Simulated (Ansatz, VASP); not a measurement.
## One calculation of GaSi2S2, two programs

```xyz
5
Lattice="4.5611 0.0000 0.0000 -2.2806 3.9500 0.0000 0.0000 0.0000 7.1837" Properties=species:S:1:pos:R:3 pbc="T T T"
Ga    0.0000    0.0000    3.5918
Si    0.0000    0.0000    6.0977
Si    0.0000    0.0000    1.0859
S     0.0000    2.6334    3.5918
S     2.2806    1.3167    3.5918
```

Alike in both runs: functional PBE; k mesh 5 × 5 × 2; occupations gaussian, width 0.2 eV; no spin polarisation.

Ansatz relaxed the structure, and its values are those at the end. VASP's run is a single point on that final structure, the one shown.

```csv
,VASP,Ansatz
version,VASP 6.6.1,Ansatz 0.2.0
potentials or method,"VASP PAW PBE potentials, release 64 (Ga_d, Si, S), cutoff 500 eV","scalar-relativistic, plane waves, PAW"
valence electrons in the cell,33,33
```

VASP gave:

| Quantity | Value |
| --- | --- |
| gap on the k mesh at the Fermi level (eV) | none |
| pressure (GPa) | 0.0 |
| rms of the force components (eV/Å) | 0.003 |

Q: Estimate Ansatz's values.

A: gap on the k mesh at the Fermi level (eV): none; pressure (GPa): 0.1; rms of the force components (eV/Å): 0.009.

A gap of «none» marks a metal or a gap that the smearing closes. The functional is the same, so the differences come from potentials, cutoffs and numerics.

The k mesh is coarse, so the values compare programs but aren't converged.
